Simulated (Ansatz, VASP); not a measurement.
**HfO2 in VASP and in Ansatz**

Contents of INCAR:

```
SYSTEM = HfO2
ALGO = Normal ; EDIFF = 1E-7
ENCUT = 520 ; GGA = PS
ISIF = 2 ; ISMEAR = 0
LASPH = .True. ; LCHARG = .True.
LELF = .True. ; LREAL = .False.
LVHAR = .True. ; LWAVE = .False.
NBANDS = 31 ; NELM = 100
PREC = Accurate ; SIGMA = 0.01
```

Contents of KPOINTS:

```
k-points
0
Gamma
  4 4 6
  0 0 0
```

File POSCAR:

```
HfO2
1.0
    4.8135300000      0.0000000000      0.0000000000
    0.0000000000      4.8135300000      0.0000000000
    0.0000000000      0.0000000000      3.2054200000
Hf O
2 4
Direct
    0.0000000000      0.0000000000      0.0000000000
    0.5000000000      0.5000000000      0.5000000000
    0.1949600000      0.8050400000      0.5000000000
    0.3050400000      0.3050400000      0.0000000000
    0.6949600000      0.6949600000      0.0000000000
    0.8050400000      0.1949600000      0.5000000000
```

Input for Ansatz:

```yaml
crystal:
  lattice:
    - [4.81353, 0.0, 0.0]
    - [0.0, 4.81353, 0.0]
    - [0.0, 0.0, 3.20542]
  atoms:
    - { symbol: Hf, position: [0.0, 0.0, 0.0] }
    - { symbol: Hf, position: [0.5, 0.5, 0.5] }
    - { symbol: O, position: [0.19496, 0.80504, 0.5] }
    - { symbol: O, position: [0.30504, 0.30504, 0.0] }
    - { symbol: O, position: [0.69496, 0.69496, 0.0] }
    - { symbol: O, position: [0.80504, 0.19496, 0.5] }
basis:
  ecutwfc: 500.0
kpoints:
  mp_grid:
    grid: [4, 4, 6]
hamiltonian:
  xc: pbesol
scf:
  occupations:
    method: fixed
output:
  stress: true
```

Alike in both runs: task single point; functional PBEsol; k mesh 4 × 4 × 6; no spin polarisation.

|  | VASP | Ansatz |
| --- | --- | --- |
| version | VASP 6.6.1 | Ansatz 0.2.0 |
| potentials or method | VASP PAW PBE potentials, release 64 (Hf_pv, O), cutoff 520 eV | plane waves, PAW |
| occupations | gaussian, width 0.01 eV | fixed |
| valence electrons in the cell | 44 | 76 |

```csv
,VASP,Ansatz,Ansatz less VASP
pressure (GPa),-0.9,1.9,+2.75
"traceless stress, the component that is largest in VASP (GPa)",-0.50,-0.05,+0.444
```

VASP's potentials were made for PBE, not for PBEsol. VASP's potentials hold 44 valence electrons a cell and Ansatz's 76, so a difference there can come from the potentials and not from the codes.

Neither program's run includes spin-orbit coupling.
